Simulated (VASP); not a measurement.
# Tl3Ge2H (P4/mmm) in VASP: a series of runs

Tl3Ge2H is run at these levels: PBE; tasks: single point.

Program: VASP 6.6.1. These are calculated values, not measurements. Logs are shortened: lines on timing, memory, paths and dates and some standing lists are left out, and cuts for length are marked.

## 1. The cell of the first run

It takes space group P4/mmm (No. 123, tetragonal). The conventional cell has a = 3.561 Å, b = 3.561 Å, c = 10.781 Å, α = 90.00°, β = 90.00°, γ = 90.00°. Within 4.0 Å of Tl (site symmetry 4mm) lie 4 H at 3.06 Å and 4 Ge at 3.08 Å and 6 Tl at 3.47 to 3.66 Å. Tl (site symmetry 4/mmm) has 8 Ge at 3.15 Å and 6 Tl at 3.56 to 3.66 Å within 4.1 Å. Ge (site symmetry 4mm) has 8 Tl at 3.08 to 3.15 Å and 1 H at 3.50 Å and 5 Ge at 3.56 to 3.78 Å within 4.0 Å. Within 4.0 Å of H (site symmetry 4/mmm) lie 8 Tl at 3.06 Å and 2 Ge at 3.50 Å and 4 H at 3.56 Å.

## 2. Single point, PBE

Input file INCAR:

```
PREC = Accurate ; ENCUT = 520
EDIFF = 1E-6 ; ISMEAR = 0
SIGMA = 0.1 ; LREAL = False
LASPH = True ; NELM = 100
ALGO = Normal ; ISIF = 2
LWAVE = False ; LCHARG = True
GGA = PE ; LELF = True
LVHAR = True ; NBANDS = 43
```

Input file KPOINTS:

```
Automatic mesh
0
Gamma
  6 6 2
```

Input file POSCAR:

```
Tl3Ge2H
1.0
    3.5610209800      0.0000000000      0.0000000000
    0.0000000000      3.5610209800      0.0000000000
    0.0000000000      0.0000000000     10.7814728500
Tl Ge H
3 2 1
Direct
    0.0000000000      0.0000000000      0.8390681100
    0.0000000000      0.0000000000      0.1609318900
    0.0000000000      0.0000000000      0.5000000000
    0.5000000000      0.5000000000      0.3248246900
    0.5000000000      0.5000000000      0.6751753100
    0.5000000000      0.5000000000      0.0000000000
```

Potentials or basis: VASP PAW PBE potentials, release 64 (Tl_d, Ge_d, H).

Launch:

```
cat potpaw_PBE.64/Tl_d/POTCAR potpaw_PBE.64/Ge_d/POTCAR potpaw_PBE.64/H/POTCAR > POTCAR
mpirun -np 1 vasp_std > vasp.out
```

OUTCAR:

```text
PREC = Accurate
   ENCUT = 520
   EDIFF = 1E-6
   ISMEAR = 0
   LREAL = False
   LASPH = True
   NELM = 100
   ISIF = 2
   GGA = PE

 ion  position               nearest neighbor table
   1  0.000  0.000  0.839-   5 3.08   5 3.08   5 3.08   5 3.08   2 3.47   3 3.66
   2  0.000  0.000  0.161-   4 3.08   4 3.08   4 3.08   4 3.08   1 3.47   3 3.66
   3  0.000  0.000  0.500-   4 3.15   5 3.15   4 3.15   5 3.15   4 3.15   5 3.15   4 3.15   5 3.15
                             1 3.66   2 3.66
   4  0.500  0.500  0.325-   2 3.08   2 3.08   2 3.08   2 3.08   3 3.15   3 3.15   3 3.15   3 3.15

   5  0.500  0.500  0.675-   1 3.08   1 3.08   1 3.08   1 3.08   3 3.15   3 3.15   3 3.15   3 3.15

   6  0.500  0.500  0.000-

  LATTYP: Found a simple tetragonal cell.
 ALAT       =     3.5610209800
 C/A-ratio  =     3.0276353076

  Lattice vectors:

 A1 = (   3.5610209800,   0.0000000000,   0.0000000000)
 A2 = (   0.0000000000,   3.5610209800,   0.0000000000)
 A3 = (   0.0000000000,   0.0000000000,  10.7814728500)

Analysis of symmetry for initial positions (statically):
=====================================================================
 Subroutine PRICEL returns:
 Original cell was already a primitive cell.

 Routine SETGRP: Setting up the symmetry group for a
 simple tetragonal supercell.

 Subroutine GETGRP returns: Found 16 space group operations
 (whereof 16 operations were pure point group operations)
 out of a pool of 16 trial point group operations.

The static configuration has the point symmetry D_4h.

Analysis of symmetry for dynamics (positions and initial velocities):
=====================================================================
 Subroutine PRICEL returns:
 Original cell was already a primitive cell.

 Routine SETGRP: Setting up the symmetry group for a
 simple tetragonal supercell.

 Subroutine GETGRP returns: Found 16 space group operations
 (whereof 16 operations were pure point group operations)
 out of a pool of 16 trial point group operations.

The dynamic configuration has the point symmetry D_4h.

 Subroutine INISYM returns: Found 16 space group operations
 (whereof 16 operations are pure point group operations),
 and found     1 'primitive' translations

----------------------------------------------------------------------------------------

                                     Primitive cell

  volume of cell :     136.7185

  direct lattice vectors                    reciprocal lattice vectors
     3.561020980  0.000000000  0.000000000     0.280818340  0.000000000  0.000000000
     0.000000000  3.561020980  0.000000000     0.000000000  0.280818340  0.000000000
     0.000000000  0.000000000 10.781472850     0.000000000  0.000000000  0.092751706

  length of vectors
     3.561020980  3.561020980 10.781472850     0.280818340  0.280818340  0.092751706

  position of ions in fractional coordinates (direct lattice)
     0.000000000  0.000000000  0.839068110
     0.000000000  0.000000000  0.160931890
     0.000000000  0.000000000  0.500000000
     0.500000000  0.500000000  0.324824690
     0.500000000  0.500000000  0.675175310
     0.500000000  0.500000000  0.000000000

  ion indices of the primitive-cell ions
   primitive index   ion index
                 1           1
                 2           2
                 3           3
                 4           4
                 5           5
                 6           6

----------------------------------------------------------------------------------------

 KPOINTS: Automatic mesh

Automatic generation of k-mesh.
 Grid dimensions read from file:
 generate k-points for:    6    6    2

 Generating k-lattice:

  Cartesian coordinates                     Fractional coordinates (reciprocal lattice)
     0.046803057  0.000000000  0.000000000     0.166666667  0.000000000  0.000000000
     0.000000000  0.046803057  0.000000000     0.000000000  0.166666667  0.000000000
     0.000000000  0.000000000  0.046375853     0.000000000  0.000000000  0.500000000

  Length of vectors
     0.046803057  0.046803057  0.046375853

  Shift w.r.t. Gamma in fractional coordinates (k-lattice)
     0.000000000  0.000000000  0.000000000

 Subroutine IBZKPT returns following result:
 ===========================================

 Found     20 irreducible k-points:

 Following reciprocal coordinates:
            Coordinates               Weight
  0.000000  0.000000  0.000000      1.000000
  0.166667  0.000000  0.000000      4.000000
  0.333333  0.000000  0.000000      4.000000
  0.500000  0.000000  0.000000      2.000000
  0.166667  0.166667  0.000000      4.000000
  0.333333  0.166667  0.000000      8.000000
[... 12 lines left out ...]
  0.500000  0.333333  0.500000      4.000000
  0.500000  0.500000  0.500000      1.000000
   k-points           NKPTS =     20   k-points in BZ     NKDIM =     20   number of bands    NBANDS=     43
   number of dos      NEDOS =    301   number of ions     NIONS =      6
   total plane-waves  NPLWV =  62720
   dimension x,y,z NGX =    28 NGY =   28 NGZ =   80
   dimension x,y,z NGXF=    56 NGYF=   56 NGZF=  160
   ions per type =               3   2   1
   NGX,Y,Z   is equivalent  to a cutoff of  13.07, 13.07, 12.34 a.u.
   NGXF,Y,Z  is equivalent  to a cutoff of  26.14, 26.14, 24.67 a.u.
 SYSTEM =  unknown system
   PREC   = accura    normal or accurate (medium, high low for compatibility)
   ISTART =      0    job   : 0-new  1-cont  2-samecut
   ICHARG =      2    charge: 1-file 2-atom 10-const
   ISPIN  =      1    spin polarized calculation?
   LNONCOLLINEAR =      F non collinear calculations
   LSORBIT =      F    spin-orbit coupling
   LASPH  =      T    aspherical Exc in radial PAW
   ENCUT  =  520.0 eV  38.22 Ry    6.18 a.u.   6.62  6.62 20.05*2*pi/ulx,y,z
   NELM   =    100;   NELMIN=  2; NELMDL= -5     # of ELM steps
   EDIFF  = 0.1E-05   stopping-criterion for ELM
   LREAL  =      F    real-space projection
   EDIFFG = 0.1E-04   stopping-criterion for IOM
   NSW    =      0    number of steps for IOM
   IBRION =     -1    ionic relax: 0-MD 1-quasi-New 2-CG
   NFREE  =      0    steps in history (QN), initial steepest desc. (CG)
   ISIF   =      2    stress and relaxation
   ISYM   =      2    0-nonsym 1-usesym 2-fastsym
   POTIM  = 0.5000    time-step for ionic-motion
   TEBEG  =    0.0;   TEEND  =   0.0 temperature during run
   PSTRESS=    0.0 pullay stress
   NELECT =      68.0000    total number of electrons
   NUPDOWN=      -1.0000    fix difference up-down
   EMIN   =  10.00;   EMAX   =-10.00  energy-range for DOS
   EFERMI =   0.00;   METHOD = LEGACY
   ISMEAR =     0;   SIGMA  =   0.10  broadening in eV -4-tet -1-fermi 0-gaus
   EFERMI_NEDOS =   21; number of points for ismear=-14 and -15
   IALGO  =     38    algorithm
   IMIX   =      4    mixing-type and parameters
     AMIX     =   0.40;   BMIX     =  1.00
     AMIX_MAG =   1.60;   BMIX_MAG =  1.00
  volume/ion in A,a.u.               =      22.79       153.77
  Fermi-wavevector in a.u.,A,eV,Ry     =   1.297086  2.451137 22.890876  1.682432
  Thomas-Fermi vector in A             =   2.428501
   LORBIT       =      0    0 simple, 1 ext, 2 COOP (PROOUT), +10 PAW based schemes
   GGA     = PE    functional components
   LHFCALC =     F    Hartree Fock is set to
   AEXX    =    0.0000 exact exchange contribution
   IVDW    =     0    specifies the selected vdW correction
   LEPSILON=     F    determine dielectric tensor
   LRPA    =     F    only Hartree local field effects (RPA)
 non-spin polarized calculation
 Gauss-broadening in eV      SIGMA  =   0.10
  energy-cutoff  :      520.00
  volume of cell :      136.72
 maximum number of plane-waves:      3712
 NGX is ok and might be reduce to    28
   NGX = 13   NGY = 13   NGZ = 41

 number of electron      67.9999979 magnetization

 Free energy of the ion-electron system (eV)
  ---------------------------------------------------
  ext. energy  EPLUGINS =         0.00000000
  ---------------------------------------------------
  free energy    TOTEN  =       -16.38738445 eV

  energy without entropy =      -16.37577653  energy(sigma->0) =      -16.38158049

 E-fermi :   5.5903     XC(G=0): -10.1578

 val. band max:        5.4980827779   @ k =   0.3333   0.0000   0.5000
 cond. band min:       5.6033654207   @ k =   0.5000   0.5000   0.0000
 fundamental gap:      0.1052826428
 Fermi energy:         5.5903368697

 k-point     1 :       0.0000    0.0000    0.0000
  band No.  band energies     occupation
      1     -19.2830      2.00000
      2     -19.2827      2.00000
      3     -19.2712      2.00000
      4     -19.2710      2.00000
      5     -19.2686      2.00000
      6     -19.2681      2.00000
[... 35 lines left out ...]
     42      11.5428      0.00000
     43      11.8129      0.00000

 k-point     2 :       0.1667    0.0000    0.0000
  band No.  band energies     occupation
      1     -19.2800      2.00000
      2     -19.2797      2.00000
      3     -19.2725      2.00000
      4     -19.2723      2.00000
      5     -19.2698      2.00000
      6     -19.2684      2.00000
[... 35 lines left out ...]
     42      11.4501      0.00000
     43      12.0836      0.00000

 k-point     3 :       0.3333    0.0000    0.0000
  band No.  band energies     occupation
      1     -19.2758      2.00000
      2     -19.2751      2.00000
      3     -19.2751      2.00000
      4     -19.2750      2.00000
      5     -19.2731      2.00000
      6     -19.2712      2.00000
[... 35 lines left out ...]
     42      12.2940      0.00000
     43      12.4148      0.00000

 k-point     4 :       0.5000    0.0000    0.0000
  band No.  band energies     occupation
      1     -19.2765      2.00000
      2     -19.2763      2.00000
      3     -19.2748      2.00000
      4     -19.2746      2.00000
      5     -19.2735      2.00000
      6     -19.2726      2.00000
[... 679 lines left out ...]
     42      10.2671      0.00000
     43      10.3511      0.00000

 k-point    19 :       0.5000    0.3333    0.5000
  band No.  band energies     occupation
      1     -19.2815      2.00000
      2     -19.2811      2.00000
      3     -19.2739      2.00000
      4     -19.2723      2.00000
      5     -19.2722      2.00000
      6     -19.2708      2.00000
[... 35 lines left out ...]
     42       9.1858      0.00000
     43       9.6269      0.00000

 k-point    20 :       0.5000    0.5000    0.5000
  band No.  band energies     occupation
      1     -19.2832      2.00000
      2     -19.2826      2.00000
      3     -19.2736      2.00000
      4     -19.2736      2.00000
      5     -19.2722      2.00000
      6     -19.2722      2.00000
[... 35 lines left out ...]
     42       7.5504      0.00000
     43      11.0244      0.00000

------------------------ aborting loop because EDIFF is reached ----------------------------------------

  FORCE on cell =-STRESS in cart. coord.  units (eV):
  Direction    XX          YY          ZZ          XY          YZ          ZX
  --------------------------------------------------------------------------------------
  -------------------------------------------------------------------------------------
  Total        0.8364001      0.8364001      1.3682113      0.0000000      0.0000000     -0.0000000
  in kB        9.8016113      9.8016113     16.0338049      0.0000000      0.0000000     -0.0000000
  external PRESSURE =      11.8790092 kB  Pullay stress =       0.0000000 kB

 VOLUME and BASIS-vectors are now :
 -----------------------------------------------------------------------------
  energy-cutoff  :      520.00
  volume of cell :      136.72
      direct lattice vectors                 reciprocal lattice vectors
     3.561020980  0.000000000  0.000000000     0.280818340  0.000000000  0.000000000
     0.000000000  3.561020980  0.000000000     0.000000000  0.280818340  0.000000000
     0.000000000  0.000000000 10.781472850     0.000000000  0.000000000  0.092751706

 POSITION                                       TOTAL-FORCE (eV/Angst)
 -----------------------------------------------------------------------------------
      0.00000      0.00000      9.04639         0.000000     -0.000000      0.983103
      0.00000      0.00000      1.73508         0.000000     -0.000000     -0.983103
      0.00000      0.00000      5.39074        -0.000000     -0.000000      0.000000
      1.78051      1.78051      3.50209        -0.000000      0.000000      0.424186
      1.78051      1.78051      7.27938         0.000000      0.000000     -0.424186
      1.78051      1.78051      0.00000        -0.000000     -0.000000      0.000000
 -----------------------------------------------------------------------------------
    total drift:                                0.000000     -0.000000      0.000000

  FREE ENERGIE OF THE ION-ELECTRON SYSTEM (eV)
  ---------------------------------------------------
  free  energy   TOTEN  =       -16.3873844466 eV

  energy  without entropy=      -16.3757765272  energy(sigma->0) =      -16.38158049
```

Run time: 80 s. Hardware: 1 thread of Intel Xeon Platinum 8375C at 2.90GHz (Ice Lake), shared host; peak memory 0.3 GiB.

What came out:

```yaml
Free_energy: -16.3874 eV
Pressure: 1.2 GPa
Largest_force: 0.983 eV/Å
Band_gap_on_the_k_mesh: zero (band 34 reaches 6.83 eV, above the bottom of band 35 at 4.09 eV)
```

Forces in eV/Å, atoms in the order of the input:
```
Tl   0.000  0.000  0.983
Tl   0.000  0.000 -0.983
Tl   0.000  0.000  0.000
Ge   0.000  0.000  0.424
Ge   0.000  0.000 -0.424
H    0.000  0.000  0.000
```

Caveat: spin-orbit coupling is left out, which moves the levels of the heavy elements.

## 3. Single point, PBE

This run uses another cell than the first one, of 22.87 Å³/atom, 1.004 times its volume.

Input file INCAR:

```
PREC = Accurate
ENCUT = 520
EDIFF = 1E-6
ISMEAR = 0
SIGMA = 0.1
LREAL = False
LASPH = True
NELM = 80
ALGO = Normal
ISIF = 2
LWAVE = False
LCHARG = False
GGA = PE
NBANDS = 43
```

KPOINTS is that of step 2.

Input file POSCAR:

```
Tl3Ge2H
1.0
    3.2919380246      0.0000000000      0.0000000000
    0.0000000000      3.2919380246      0.0000000000
    0.0000000000      0.0000000000     12.6641531958
Tl Ge H
3 2 1
Direct
    0.0000000000      0.0000000000      0.8742523096
    0.0000000000      0.0000000000      0.1257476904
    0.0000000000      0.0000000000      0.5000000000
    0.5000000000      0.5000000000      0.3117766522
    0.5000000000      0.5000000000      0.6882233478
    0.5000000000      0.5000000000      0.0000000000
```

Potentials or basis: VASP PAW PBE potentials, release 64 (Tl_d, Ge_d, H).

Launch:

```
cat potpaw_PBE.64/Tl_d/POTCAR potpaw_PBE.64/Ge_d/POTCAR potpaw_PBE.64/H/POTCAR > POTCAR
mpirun -np 1 vasp_std > vasp.out
```

OUTCAR:

```text
PREC = Accurate
   ENCUT = 520
   EDIFF = 1E-6
   ISMEAR = 0
   LREAL = False
   LASPH = True
   NELM = 80
   ISIF = 2
   GGA = PE

 ion  position               nearest neighbor table
   1  0.000  0.000  0.874-   2 3.18   5 3.31   5 3.31   5 3.31   5 3.31
   2  0.000  0.000  0.126-   1 3.18   4 3.31   4 3.31   4 3.31   4 3.31
   3  0.000  0.000  0.500-   4 3.33   5 3.33   4 3.33   5 3.33   4 3.33   5 3.33   4 3.33   5 3.33

   4  0.500  0.500  0.312-   2 3.31   2 3.31   2 3.31   2 3.31   3 3.33   3 3.33   3 3.33   3 3.33

   5  0.500  0.500  0.688-   1 3.31   1 3.31   1 3.31   1 3.31   3 3.33   3 3.33   3 3.33   3 3.33

   6  0.500  0.500  0.000-

  LATTYP: Found a simple tetragonal cell.
 ALAT       =     3.2919380246
 C/A-ratio  =     3.8470205396

  Lattice vectors:

 A1 = (   3.2919380246,   0.0000000000,   0.0000000000)
 A2 = (   0.0000000000,   3.2919380246,   0.0000000000)
 A3 = (   0.0000000000,   0.0000000000,  12.6641531958)

Analysis of symmetry for initial positions (statically):
[... 174 lines left out ...]
  energy without entropy =      -16.77678650  energy(sigma->0) =      -16.78263274

 E-fermi :   5.6615     XC(G=0): -10.1798

 val. band max:        5.6565388378   @ k =   0.3333   0.3333   0.5000
 cond. band min:       5.7039695728   @ k =   0.3333   0.3333   0.5000
 fundamental gap:      0.0474307350
 Fermi energy:         5.6615435633

 k-point     1 :       0.0000    0.0000    0.0000
  band No.  band energies     occupation
      1     -19.1989      2.00000
      2     -19.1989      2.00000
      3     -19.1966      2.00000
      4     -19.1962      2.00000
      5     -19.1796      2.00000
      6     -19.1796      2.00000
[... 909 lines left out ...]
     42       7.1802      0.00000
     43       8.6103      0.00000

------------------------ aborting loop because EDIFF is reached ----------------------------------------

  FORCE on cell =-STRESS in cart. coord.  units (eV):
  Direction    XX          YY          ZZ          XY          YZ          ZX
  --------------------------------------------------------------------------------------
  -------------------------------------------------------------------------------------
  Total       -0.1110591     -0.1110591      0.0476131      0.0000000      0.0000000      0.0000000
  in kB       -1.2965384     -1.2965384      0.5558495      0.0000000      0.0000000      0.0000000
  external PRESSURE =      -0.6790758 kB  Pullay stress =       0.0000000 kB

 VOLUME and BASIS-vectors are now :
 -----------------------------------------------------------------------------
  energy-cutoff  :      520.00
  volume of cell :      137.24
      direct lattice vectors                 reciprocal lattice vectors
     3.291938025  0.000000000  0.000000000     0.303772426  0.000000000  0.000000000
     0.000000000  3.291938025  0.000000000     0.000000000  0.303772426  0.000000000
     0.000000000  0.000000000 12.664153196     0.000000000  0.000000000  0.078963037

 POSITION                                       TOTAL-FORCE (eV/Angst)
 -----------------------------------------------------------------------------------
      0.00000      0.00000     11.07167         0.000000     -0.000000      0.003155
      0.00000      0.00000      1.59249         0.000000     -0.000000     -0.003155
      0.00000      0.00000      6.33208         0.000000     -0.000000     -0.000000
      1.64597      1.64597      3.94839         0.000000      0.000000     -0.001571
      1.64597      1.64597      8.71577        -0.000000      0.000000      0.001571
      1.64597      1.64597      0.00000         0.000000     -0.000000     -0.000000
 -----------------------------------------------------------------------------------
    total drift:                                0.000000     -0.000000      0.000000

  FREE ENERGIE OF THE ION-ELECTRON SYSTEM (eV)
  ---------------------------------------------------
  free  energy   TOTEN  =       -16.7884789913 eV

  energy  without entropy=      -16.7767864956  energy(sigma->0) =      -16.78263274
```

Run time: 67 s. Hardware: 1 thread of Intel Xeon Platinum 8375C at 2.90GHz (Ice Lake), shared host; peak memory 0.28 GiB.

What came out:

* Free energy: -16.7885 eV
* Pressure: -0.1 GPa
* Largest force: 0.003 eV/Å
* Band gap on the k mesh: zero (band 34 reaches 8.62 eV, above the bottom of band 35 at 3.90 eV)

Forces in eV/Å, atoms in the order of the input:
```
Tl   0.000  0.000  0.003
Tl   0.000  0.000 -0.003
Tl   0.000  0.000  0.000
Ge   0.000  0.000 -0.002
Ge   0.000  0.000  0.002
H    0.000  0.000  0.000
```

Caveat: spin-orbit coupling is left out, which moves the levels of the heavy elements.
